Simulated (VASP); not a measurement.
# Hf (Fd-3m) in VASP: notebook

Hf is run at these levels: PBEsol; tasks: single point, relaxation of cell and atoms.

All numbers are computed with VASP 6.6.1; they aren't measurements. Logs are shortened: lines on timing, memory, paths and dates and some standing lists are left out, and cuts for length are marked.

### Step 1. The cell of the first run

The structure is cubic, space group Fd-3m (No. 227). Conventional cell: a = 6.415 Å, b = 6.415 Å, c = 6.415 Å, α = 90.00°, β = 90.00°, γ = 90.00°. Within 3.7 Å of Hf (site symmetry -43m) lie 4 Hf at 2.78 Å.

### Step 2. Single point, PBEsol

INCAR reads:

```
PREC = Accurate ; ENCUT = 520
EDIFF = 1E-6 ; ISMEAR = 0
SIGMA = 0.1 ; LREAL = False
LASPH = True ; NELM = 60
ALGO = Normal ; ISIF = 2
LWAVE = False ; LCHARG = True
GGA = PS ; LELF = True
LVHAR = True ; NBANDS = 17
```

KPOINTS reads:

```
regular mesh
0
Gamma
  6 6 6
```

POSCAR reads:

```
Hf
1.0
    0.0000000000      3.2077155658      3.2077155658
    3.2077155658      0.0000000000      3.2077155658
    3.2077155658      3.2077155658      0.0000000000
Hf
2
Direct
    0.5000000000      0.5000000000      0.5000000000
    0.7500000000      0.7500000000      0.7500000000
```

Potentials or basis: VASP PAW PBE potentials, release 64 (Hf_pv).

The run is started by

```bash
> cat potpaw_PBE.64/Hf_pv/POTCAR > POTCAR
> mpirun -np 1 vasp_std > vasp.out
```

OUTCAR:

```text
PREC = Accurate
   ENCUT = 520
   EDIFF = 1E-6
   ISMEAR = 0
   LREAL = False
   LASPH = True
   NELM = 60
   ISIF = 2
   GGA = PS

 ion  position               nearest neighbor table
   1  0.500  0.500  0.500-   2 2.78   2 2.78   2 2.78   2 2.78
   2  0.750  0.750  0.750-   1 2.78   1 2.78   1 2.78   1 2.78

  LATTYP: Found a face centered cubic cell.
 ALAT       =     6.4154311316

  Lattice vectors:

 A1 = (   0.0000000000,   3.2077155658,   3.2077155658)
 A2 = (   3.2077155658,   0.0000000000,   3.2077155658)
 A3 = (   3.2077155658,   3.2077155658,   0.0000000000)

Analysis of symmetry for initial positions (statically):
=====================================================================
 Subroutine PRICEL returns:
 Original cell was already a primitive cell.

 Routine SETGRP: Setting up the symmetry group for a
 face centered cubic supercell.

 Subroutine GETGRP returns: Found 48 space group operations
 (whereof 24 operations were pure point group operations)
 out of a pool of 48 trial point group operations.

The static configuration has the point symmetry T_d .
 The point group associated with its full space group is O_h .

Analysis of symmetry for dynamics (positions and initial velocities):
=====================================================================
 Subroutine PRICEL returns:
 Original cell was already a primitive cell.

 Routine SETGRP: Setting up the symmetry group for a
 face centered cubic supercell.

 Subroutine GETGRP returns: Found 48 space group operations
 (whereof 24 operations were pure point group operations)
 out of a pool of 48 trial point group operations.

The dynamic configuration has the point symmetry T_d .
 The point group associated with its full space group is O_h .

 Subroutine INISYM returns: Found 48 space group operations
 (whereof 24 operations are pure point group operations),
 and found     1 'primitive' translations

----------------------------------------------------------------------------------------

                                     Primitive cell

  volume of cell :      66.0112

  direct lattice vectors                    reciprocal lattice vectors
     0.000000000  3.207715566  3.207715566    -0.155874170  0.155874170  0.155874170
     3.207715566  0.000000000  3.207715566     0.155874170 -0.155874170  0.155874170
     3.207715566  3.207715566  0.000000000     0.155874170  0.155874170 -0.155874170

  length of vectors
     4.536394857  4.536394857  4.536394857     0.269981981  0.269981981  0.269981981

  position of ions in fractional coordinates (direct lattice)
     0.500000000  0.500000000  0.500000000
     0.750000000  0.750000000  0.750000000

  ion indices of the primitive-cell ions
   primitive index   ion index
                 1           1
                 2           2

----------------------------------------------------------------------------------------

 KPOINTS: regular mesh

Automatic generation of k-mesh.
 Grid dimensions read from file:
 generate k-points for:    6    6    6

 Generating k-lattice:

  Cartesian coordinates                     Fractional coordinates (reciprocal lattice)
    -0.025979028  0.025979028  0.025979028     0.166666667  0.000000000  0.000000000
     0.025979028 -0.025979028  0.025979028     0.000000000  0.166666667  0.000000000
     0.025979028  0.025979028 -0.025979028     0.000000000  0.000000000  0.166666667

  Length of vectors
     0.044996997  0.044996997  0.044996997

  Shift w.r.t. Gamma in fractional coordinates (k-lattice)
     0.000000000  0.000000000  0.000000000

 Subroutine IBZKPT returns following result:
 ===========================================

 Found     16 irreducible k-points:

 Following reciprocal coordinates:
            Coordinates               Weight
  0.000000  0.000000  0.000000      1.000000
  0.166667  0.000000  0.000000      8.000000
  0.333333  0.000000  0.000000      8.000000
  0.500000  0.000000  0.000000      4.000000
  0.166667  0.166667  0.000000      6.000000
  0.333333  0.166667  0.000000     24.000000
[... 8 lines left out ...]
 -0.333333  0.333333  0.166667     24.000000
 -0.333333  0.500000  0.166667     12.000000
   k-points           NKPTS =     16   k-points in BZ     NKDIM =     16   number of bands    NBANDS=     17
   number of dos      NEDOS =    301   number of ions     NIONS =      2
   total plane-waves  NPLWV =  46656
   dimension x,y,z NGX =    36 NGY =   36 NGZ =   36
   dimension x,y,z NGXF=    72 NGYF=   72 NGZF=   72
   ions per type =               2
   NGX,Y,Z   is equivalent  to a cutoff of  13.19, 13.19, 13.19 a.u.
   NGXF,Y,Z  is equivalent  to a cutoff of  26.39, 26.39, 26.39 a.u.
 SYSTEM =  unknown system
   PREC   = accura    normal or accurate (medium, high low for compatibility)
   ISTART =      0    job   : 0-new  1-cont  2-samecut
   ICHARG =      2    charge: 1-file 2-atom 10-const
   ISPIN  =      1    spin polarized calculation?
   LNONCOLLINEAR =      F non collinear calculations
   LSORBIT =      F    spin-orbit coupling
   LASPH  =      T    aspherical Exc in radial PAW
   ENCUT  =  520.0 eV  38.22 Ry    6.18 a.u.   8.43  8.43  8.43*2*pi/ulx,y,z
   NELM   =     60;   NELMIN=  2; NELMDL= -5     # of ELM steps
   EDIFF  = 0.1E-05   stopping-criterion for ELM
   LREAL  =      F    real-space projection
   EDIFFG = 0.1E-04   stopping-criterion for IOM
   NSW    =      0    number of steps for IOM
   IBRION =     -1    ionic relax: 0-MD 1-quasi-New 2-CG
   NFREE  =      0    steps in history (QN), initial steepest desc. (CG)
   ISIF   =      2    stress and relaxation
   ISYM   =      2    0-nonsym 1-usesym 2-fastsym
   POTIM  = 0.5000    time-step for ionic-motion
   TEBEG  =    0.0;   TEEND  =   0.0 temperature during run
   PSTRESS=    0.0 pullay stress
   NELECT =      20.0000    total number of electrons
   NUPDOWN=      -1.0000    fix difference up-down
   EMIN   =  10.00;   EMAX   =-10.00  energy-range for DOS
   EFERMI =   0.00;   METHOD = LEGACY
   ISMEAR =     0;   SIGMA  =   0.10  broadening in eV -4-tet -1-fermi 0-gaus
   EFERMI_NEDOS =   21; number of points for ismear=-14 and -15
   IALGO  =     38    algorithm
   IMIX   =      4    mixing-type and parameters
     AMIX     =   0.40;   BMIX     =  1.00
     AMIX_MAG =   1.60;   BMIX_MAG =  1.00
  volume/ion in A,a.u.               =      33.01       222.73
  Fermi-wavevector in a.u.,A,eV,Ry     =   1.099543  2.077835 16.449380  1.208995
  Thomas-Fermi vector in A             =   2.235940
   LORBIT       =      0    0 simple, 1 ext, 2 COOP (PROOUT), +10 PAW based schemes
   GGA     = PS    functional components
   LHFCALC =     F    Hartree Fock is set to
   AEXX    =    0.0000 exact exchange contribution
   IVDW    =     0    specifies the selected vdW correction
   LEPSILON=     F    determine dielectric tensor
   LRPA    =     F    only Hartree local field effects (RPA)
 non-spin polarized calculation
 Gauss-broadening in eV      SIGMA  =   0.10
  energy-cutoff  :      520.00
  volume of cell :       66.01
 maximum number of plane-waves:      1807
 NGX is ok and might be reduce to    36
   NGX = 17   NGY = 17   NGZ = 17

 number of electron      19.9999999 magnetization

 Free energy of the ion-electron system (eV)
  ---------------------------------------------------
  ext. energy  EPLUGINS =         0.00000000
  ---------------------------------------------------
  free energy    TOTEN  =       -15.42155924 eV

  energy without entropy =      -15.39058858  energy(sigma->0) =      -15.40607391

 E-fermi :   1.6992     XC(G=0):  -9.4199

 val. band max:        1.6515155203   @ k =  -0.3333   0.1667   0.0000
 cond. band min:       1.7142984648   @ k =   0.5000   0.0000   0.0000
 fundamental gap:      0.0627829445
 Fermi energy:         1.6991921595

 k-point     1 :       0.0000    0.0000    0.0000
  band No.  band energies     occupation
      1     -29.2265      2.00000
      2     -29.2265      2.00000
      3     -29.2265      2.00000
      4     -28.5411      2.00000
      5     -28.5411      2.00000
      6     -28.5411      2.00000
[... 9 lines left out ...]
     16       7.6644      0.00000
     17       7.6644      0.00000

 k-point     2 :       0.1667    0.0000    0.0000
  band No.  band energies     occupation
      1     -29.2466      2.00000
      2     -29.2466      2.00000
      3     -29.2236      2.00000
      4     -28.5476      2.00000
      5     -28.5198      2.00000
      6     -28.5198      2.00000
[... 9 lines left out ...]
     16       7.5454      0.00000
     17       7.5454      0.00000

 k-point     3 :       0.3333    0.0000    0.0000
  band No.  band energies     occupation
      1     -29.2836      2.00000
      2     -29.2836      2.00000
      3     -29.2187      2.00000
      4     -28.5598      2.00000
      5     -28.4806      2.00000
      6     -28.4806      2.00000
[... 9 lines left out ...]
     16       7.0895      0.00000
     17       7.0897      0.00000

 k-point     4 :       0.5000    0.0000    0.0000
  band No.  band energies     occupation
      1     -29.3008      2.00000
      2     -29.3008      2.00000
      3     -29.2166      2.00000
      4     -28.5652      2.00000
      5     -28.4623      2.00000
      6     -28.4623      2.00000
[... 9 lines left out ...]
     16       6.5198      0.00000
     17       6.5680      0.00000
[... 183 lines left out ...]
      1     -29.3639      2.00000
      2     -29.3302      2.00000
      3     -29.0712      2.00000
      4     -28.7110      2.00000
      5     -28.4320      2.00000
      6     -28.4002      2.00000
[... 9 lines left out ...]
     16       5.4754      0.00000
     17       7.5825      0.00000

 k-point    15 :      -0.3333    0.3333    0.1667
  band No.  band energies     occupation
      1     -29.3826      2.00000
      2     -29.3472      2.00000
      3     -29.0202      2.00000
      4     -28.7625      2.00000
      5     -28.4145      2.00000
      6     -28.3823      2.00000
[... 9 lines left out ...]
     16       6.1461      0.00000
     17       6.7157      0.00000

 k-point    16 :      -0.3333    0.5000    0.1667
  band No.  band energies     occupation
      1     -29.3773      2.00000
      2     -29.3773      2.00000
      3     -28.8931      2.00000
      4     -28.8931      2.00000
      5     -28.3843      2.00000
      6     -28.3843      2.00000
[... 9 lines left out ...]
     16       5.8481      0.00000
     17       6.6989      0.00000

------------------------ aborting loop because EDIFF is reached ----------------------------------------

  FORCE on cell =-STRESS in cart. coord.  units (eV):
  Direction    XX          YY          ZZ          XY          YZ          ZX
  --------------------------------------------------------------------------------------
  -------------------------------------------------------------------------------------
  Total       -0.0970815     -0.0970815     -0.0970815      0.0000000      0.0000000      0.0000000
  in kB       -2.3562944     -2.3562944     -2.3562944      0.0000000      0.0000000      0.0000000
  external PRESSURE =      -2.3562944 kB  Pullay stress =       0.0000000 kB

 VOLUME and BASIS-vectors are now :
 -----------------------------------------------------------------------------
  energy-cutoff  :      520.00
  volume of cell :       66.01
      direct lattice vectors                 reciprocal lattice vectors
     0.000000000  3.207715566  3.207715566    -0.155874170  0.155874170  0.155874170
     3.207715566  0.000000000  3.207715566     0.155874170 -0.155874170  0.155874170
     3.207715566  3.207715566  0.000000000     0.155874170  0.155874170 -0.155874170

 POSITION                                       TOTAL-FORCE (eV/Angst)
 -----------------------------------------------------------------------------------
      3.20772      3.20772      3.20772         0.000000      0.000000      0.000000
      4.81157      4.81157      4.81157         0.000000     -0.000000     -0.000000
 -----------------------------------------------------------------------------------
    total drift:                                0.000000      0.000000      0.000000

  FREE ENERGIE OF THE ION-ELECTRON SYSTEM (eV)
  ---------------------------------------------------
  free  energy   TOTEN  =       -15.4215592405 eV

  energy  without entropy=      -15.3905885812  energy(sigma->0) =      -15.40607391
```

It took 51 s on 1 thread of AMD EPYC 7R13, shared host; peak memory 0.17 GiB.

What came out:

| Property | Result |
| --- | --- |
| Free energy | -15.4216 eV |
| Pressure | -0.2 GPa |
| Band gap on the k mesh | zero (band 10 reaches 2.05 eV, above the bottom of band 11 at 1.37 eV) |

Caveat: the PAW data sets were made with another functional, which shifts forces and pressure a little; spin-orbit coupling is left out, which moves the levels of the heavy elements.

### Step 3. Relaxation of cell and atoms, PBEsol

This run uses another cell than the first one, of 25.44 Å³/atom, 0.771 times its volume.

INCAR reads:

```
ALGO     = Normal         # electronic algorithm
EDIFF    = 1E-6           # SCF threshold, eV
EDIFFG   = -0.04          # ionic threshold
ENCUT    = 600            # plane-wave cutoff, eV
GGA      = PS             # functional
IBRION   = 2              # ionic algorithm
ISIF     = 3              # what is computed and relaxed
ISMEAR   = 0              # smearing method
LASPH    = T              # aspherical terms in the spheres
LCHARG   = F              # write CHGCAR
LREAL    = F              # projectors in reciprocal space
LWAVE    = F              # write WAVECAR
NELM     = 80             # most SCF steps
NSW      = 90             # ionic steps
PREC     = Accurate       # precision mode
SIGMA    = 0.1            # smearing width, eV
```

KPOINTS reads:

```
k-points
0
Gamma
  6 6 6
```

POSCAR reads:

```
Hf
1.0
    0.0000000000      2.9408856234      2.9408856234
    2.9408856234      0.0000000000      2.9408856234
    2.9408856234      2.9408856234      0.0000000000
Hf
2
Direct
    0.5000000000      0.5000000000      0.5000000000
    0.7500000000      0.7500000000      0.7500000000
```

Potentials or basis: VASP PAW PBE potentials, release 64 (Hf_pv).

The run is started by

```bash
> cat potpaw_PBE.64/Hf_pv/POTCAR > POTCAR
> mpirun -np 1 vasp_std > vasp.out
```

Wall time 2 min (1 thread of AMD EPYC 7R13, shared host); peak memory 0.18 GiB.

It converged, with:

```yaml
Free_energy: -15.4208 eV
Relaxed_volume: 32.72 Å³/atom
Relaxed_cell: a = 4.523 Å, b = 4.523 Å, c = 4.523 Å, α = 60.00°, β = 60.00°, γ = 60.00°
Space_group_after_relaxing_to_0.05_Å: Fd-3m (No. 227)
Energy_gained_by_relaxing: 147.8 meV/atom
Ionic_steps: 4
Pressure_after_relaxing: 0.0 GPa
Band_gap_on_the_k_mesh: zero (band 10 reaches 2.09 eV, above the bottom of band 11 at 1.40 eV)
```

The path:
| step | energy change (eV) | largest force (eV/Å) | pressure (GPa) | volume (Å³) |
| --- | --- | --- | --- | --- |
| 1 | 0.0000 | 0.0000 | 9.19 | 50.87 |
| 2 | -0.2846 | 0.0000 | 1.16 | 62.39 |
| 3 | -0.2949 | 0.0000 | 0.28 | 64.68 |
| 4 | -0.2955 | 0.0000 | -0.02 | 65.45 |

Final structure:
```
Hf
1.0
     0.00000    3.19853    3.19853
     3.19853    0.00000    3.19853
     3.19853    3.19853    0.00000
Hf
2
Direct
  0.50000 0.50000 0.50000
  0.75000 0.75000 0.75000
```

Levels at points of the mesh, in eV from the Fermi level:
```tsv
k point	band 8	band 9	band 10	band 11	band 12	band 13
(0.00, 0.00, 0.00)	-0.41	-0.41	0.17	0.17	0.17	2.17
(0.50, 0.00, 0.00)	-0.94	-0.37	-0.37	0.03	0.19	0.19
(0.50, 0.50, 0.00)	-1.44	-1.07	-1.07	0.32	0.32	2.18
```

Caveat: the volume moved by over 15 % at a fixed basis, so the end points are rough; the PAW data sets were made with another functional, which shifts forces and pressure a little; spin-orbit coupling is left out, which moves the levels of the heavy elements.

### Step 4. Single point, PBEsol

This run uses another cell than the first one, of 32.33 Å³/atom, 0.980 times its volume.

INCAR reads:

```
SYSTEM = Hf
PREC = Accurate
ENCUT = 520
EDIFF = 1E-6
ISMEAR = 0
SIGMA = 0.1
LREAL = .FALSE.
LASPH = .TRUE.
NELM = 80
ALGO = Fast
ISIF = 2
LWAVE = .FALSE.
LCHARG = .FALSE.
GGA = PS
NBANDS = 17
```

KPOINTS reads:

```
Automatic mesh
0
G
  16 16 16
  0 0 0
```

POSCAR reads:

```
Hf
1.0
    0.0000000000      3.1857020803      3.1857020803
    3.1857020803      0.0000000000      3.1857020803
    3.1857020803      3.1857020803      0.0000000000
Hf
2
Direct
    0.0000000000      0.0000000000      0.0000000000
    0.2500000000      0.2500000000      0.2500000000
```

The run is started by

```bash
> cat potpaw_PBE.64/Hf_pv/POTCAR > POTCAR
> mpirun -np 1 vasp_std > vasp.out
```

It took 8.3 min on 1 thread of AMD EPYC 7R13, shared host; peak memory 0.27 GiB.

The run converged. Its results:

- Free energy: -15.4399 eV
- Pressure: -0.3 GPa
- Band gap on the k mesh: zero (band 10 reaches 2.14 eV, above the bottom of band 11 at 1.44 eV)

Levels at points of the mesh, in eV from the Fermi level:
| k point | band 8 | band 9 | band 10 | band 11 | band 12 | band 13 |
| --- | --- | --- | --- | --- | --- | --- |
| (0.00, 0.00, 0.00) | -0.43 | -0.43 | 0.16 | 0.16 | 0.16 | 2.20 |
| (0.50, 0.00, 0.00) | -0.96 | -0.39 | -0.39 | 0.04 | 0.18 | 0.18 |
| (0.50, 0.50, 0.00) | -1.48 | -1.05 | -1.05 | 0.31 | 0.31 | 2.19 |

Caveat: the PAW data sets were made with another functional, which shifts forces and pressure a little; spin-orbit coupling is left out, which moves the levels of the heavy elements.

(Continued in part 2 of 2.)
